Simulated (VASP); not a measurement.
Input of a VASP 6.6.1 run:

The input INCAR:

```
SYSTEM = SiO2
PREC = Accurate
ENCUT = 600
EDIFF = 1E-6
ISMEAR = -1
SIGMA = 0.05
LREAL = .False.
LASPH = .True.
NELM = 60
ALGO = Normal
ISIF = 3
LWAVE = .False.
LCHARG = .False.
GGA = PE
IBRION = 2
NSW = 100
EDIFFG = -0.005
```

Contents of KPOINTS:

```
Automatic mesh
0
Gamma
  12 12 12
  0 0 0
```

POSCAR

```
SiO2
1.0
    0.0000000000      2.5553258337      2.5553258337
    2.5553258337      0.0000000000      2.5553258337
    2.5553258337      2.5553258337      0.0000000000
Si O
1 2
Direct
    0.0000000000      0.0000000000      0.0000000000
    0.2500000000      0.2500000000      0.2500000000
    0.7500000000      0.7500000000      0.7500000000
```

Potentials or basis: VASP PAW PBE potentials, release 64 (Si, O).

Run with:

```sh
$ cat potpaw_PBE.64/Si/POTCAR potpaw_PBE.64/O/POTCAR > POTCAR
$ mpirun -np 1 vasp_std > vasp.out
```

(1) Predict the relaxed volume.

(2) Predict the space group after relaxing (to 0.05 Å).

## Answers

(1) 8.01 Å³/atom.

(2) Fm-3m (No. 225).

Caveat: the volume moved by over 15 % at a fixed basis, so the end points are rough.
